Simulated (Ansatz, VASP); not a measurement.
## Al2Cu: VASP beside Ansatz

INCAR

```
SYSTEM = Al2Cu
PREC = Accurate ; ENCUT = 600
EDIFF = 1E-6 ; ISMEAR = 0
SIGMA = 0.1 ; LREAL = .FALSE.
LASPH = .TRUE. ; NELM = 100
ALGO = Fast ; ISIF = 3
LWAVE = .FALSE. ; LCHARG = .FALSE.
IBRION = 2 ; NSW = 100
EDIFFG = -0.002
```

Contents of KPOINTS:

```
Automatic mesh
0
G
  10 10 14
  0 0 0
```

The input POSCAR:

```
Al2Cu
1.0
    4.1051820000      0.0000000000      0.0000000000
    0.0000000000      4.1051820000      0.0000000000
    0.0000000000      0.0000000000      2.8913130000
Al Cu
2 1
Direct
    0.5000000000      0.0000000000      0.5000000000
    0.0000000000      0.5000000000      0.5000000000
    0.0000000000      0.0000000000      0.0000000000
```

Input for Ansatz:

```yaml
crystal:
  lattice:
    - [4.105182, 0.0, 0.0]
    - [0.0, 4.105182, 0.0]
    - [0.0, 0.0, 2.891313]
  atoms:
    - { symbol: Al, position: [0.5, 0.0, 0.5] }
    - { symbol: Al, position: [0.0, 0.5, 0.5] }
    - { symbol: Cu, position: [0.0, 0.0, 0.0] }
basis:
  ecutwfc: 420
kpoints:
  mp_grid: { grid: [10, 10, 14] }
hamiltonian:
  xc: lda
  pseudopotentials: { kind: paw, azcp: { folder: soft_1 } }
scf:
  occupations: { method: gaussian, width: 0.1 }
output:
  forces: true
  stress: true
  eigenvalues: true
  write_density: true
  write_potential: true
  elf: true
  volumetric_format: npy
relax:
  adjacent_minimum: "off"
  f_tol: 0.002
  max_steps: 80
  cell: { stress_tol: 0.02 }
```

Alike in both runs: task relaxation of cell and atoms; functional LDA; k mesh 10 × 10 × 14; occupations gaussian, width 0.1 eV; no spin polarisation.

|  | VASP | Ansatz |
| --- | --- | --- |
| version | VASP 6.6.1 | Ansatz 0.2.0 |
| potentials or method | VASP PAW LDA potentials, release 64 (Al, Cu), cutoff 600 eV | scalar-relativistic, plane waves, PAW |
| valence electrons in the cell | 17 | 25 |

VASP gave:

| Property | Result |
| --- | --- |
| gap on the k mesh at the Fermi level, each at its own relaxed structure (eV) | none |
| relaxed volume (Å³/atom) | 15.41 |
| relaxed length of the cell vector where the two differ most in proportion (Å) | 2.824 |

Question: Estimate Ansatz's values.

Answer: gap on the k mesh at the Fermi level, each at its own relaxed structure (eV): none; relaxed volume (Å³/atom): 15.37; relaxed length of the cell vector where the two differ most in proportion (Å): 2.822.

Ansatz warns that its potentials were made for another functional, while VASP's fit it. LDA's correlation is that of Perdew and Zunger in VASP and of Perdew and Wang (1992) in Ansatz. A gap of «none» marks a metal or a gap that the smearing closes. VASP's potentials hold 17 valence electrons a cell and Ansatz's 25, so a difference there can come from the potentials and not from the codes.
